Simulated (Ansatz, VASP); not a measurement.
One calculation of TiAl3, two programs

```xyz
4
Lattice="-1.9111 1.9111 4.2807 1.9111 -1.9111 4.2807 1.9111 1.9111 -4.2807" Properties=species:S:1:pos:R:3 pbc="T T T"
Ti    0.0000    0.0000    0.0000
Al    0.0000    0.0000    4.2807
Al    0.0000    1.9111    2.1403
Al    1.9111    0.0000    2.1403
```

Alike in both runs: task electric field gradients; functional PBE; k mesh 12 × 12 × 12; occupations fermi-dirac, width 0.05 eV; no spin polarisation.

|  | VASP | Ansatz |
| --- | --- | --- |
| version | VASP 6.6.1 | Ansatz 0.2.0 |
| potentials or method | VASP PAW PBE potentials, release 64 (Ti_sv, Al) | plane-wave PAW, scalar-relativistic |
| plane-wave cutoff (eV) | 520 | 420 |
| valence electrons in the cell | 21 | 21 |

```tsv
	VASP	Ansatz	Ansatz less VASP
pressure (GPa)	2.1	2.1	+0.02
size of Vzz on the site where it differs most (V/Å²)	25.5	27.0	+1.49
```
